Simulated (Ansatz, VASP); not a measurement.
Given: the input of a run of Ansatz 0.2.0 on HgTe.

Contents of input.yaml:

```yaml
crystal:
  lattice:
    - [0.0, 3.18, 3.18]
    - [3.18, 0.0, 3.18]
    - [3.18, 3.18, 0.0]
  atoms:
    - { symbol: Hg, position: [0.0, 0.0, 0.0] }
    - { symbol: Te, position: [0.5, 0.5, 0.5] }
hamiltonian:
  xc: blyp
  pseudopotentials: { kind: paw }
  dispersion: d4
kpoints:
  mp_grid: { grid: [7, 7, 7] }
scf:
  occupations: { method: fermi_dirac, width: 0.05 }
output:
  forces: true
  stress: true
  eigenvalues: true
relax:
  f_tol: 0.01
  max_steps: 40
  cell: { stress_tol: 0.05 }
```

Potentials or basis: Ansatz PAW.

The run is started by

```sh
$ ansatz run input.yaml --threads 2 --pin off --max-ram 5632MiB --backend cpu --events-out ev --progress --plain --runs-dir out
```

Task: Set up the same calculation for VASP 6.6.1. Potentials there: VASP PAW PBE potentials, release 64 (Hg, Te).

Result: As run (the cutoff follows the program's own potentials):

File INCAR:

```
SYSTEM = HgTe
AGGAC    = 1.0          
AGGAX    = 1.0          
ALDAC    = 0.0          
ALDAX    = 1.0          
ALGO     = Normal         ! electronic algorithm
EDIFF    = 1E-6           ! SCF threshold, eV
EDIFFG   = -0.01          ! ionic threshold
ENCUT    = 600            ! plane-wave cutoff, eV
GGA      = B5             ! functional
IBRION   = 2              ! ionic algorithm
ISIF     = 3              ! what is computed and relaxed
ISMEAR   = -1             ! smearing method
IVDW     = 13             ! dispersion correction
LASPH    = .TRUE.         ! aspherical terms in the spheres
LCHARG   = .FALSE.        ! write CHGCAR
LREAL    = .FALSE.        ! projectors in reciprocal space
LWAVE    = .FALSE.        ! write WAVECAR
NELM     = 60             ! most SCF steps
NSW      = 60             ! ionic steps
PREC     = Accurate       ! precision mode
SIGMA    = 0.05           ! smearing width, eV
VDW_A1   = 0.44488865   
VDW_A2   = 4.0933009    
VDW_S6   = 1.0          
VDW_S8   = 2.34076671
```

File KPOINTS:

```
k-points
0
G
  7 7 7
  0 0 0
```

The input POSCAR:

```
HgTe
1.0
    0.0000000000      3.1800000000      3.1800000000
    3.1800000000      0.0000000000      3.1800000000
    3.1800000000      3.1800000000      0.0000000000
Hg Te
1 1
Direct
    0.0000000000      0.0000000000      0.0000000000
    0.5000000000      0.5000000000      0.5000000000
```

Potentials or basis: VASP PAW PBE potentials, release 64 (Hg, Te).

Command:

```sh
$ cat potpaw_PBE.64/Hg/POTCAR potpaw_PBE.64/Te/POTCAR > POTCAR
$ mpirun -np 1 vasp_std > vasp.out
```

Both were run:

|  | VASP | Ansatz | Ansatz less VASP |
| --- | --- | --- | --- |
| gap on the k mesh at the Fermi level, each at its own relaxed structure (eV) | none | none | - |
| relaxed volume (Å³/atom) | 28.81 | 28.59 | -0.219 |
| relaxed cell length with the largest relative difference (Å) | 4.335 | 4.324 | -0.0110 |

VASP's potentials were made for PBE, not for BLYP. A gap of «none» marks a metal or a gap that the smearing closes. VASP's potentials hold 18 valence electrons a cell and Ansatz's 36, so a difference there can come from the potentials and not from the codes.

Spin-orbit coupling is off throughout. Noted on Ansatz's run: the plane-wave basis is chosen anew once the cell has moved, so the energies of steps on either side of that aren't comparable.
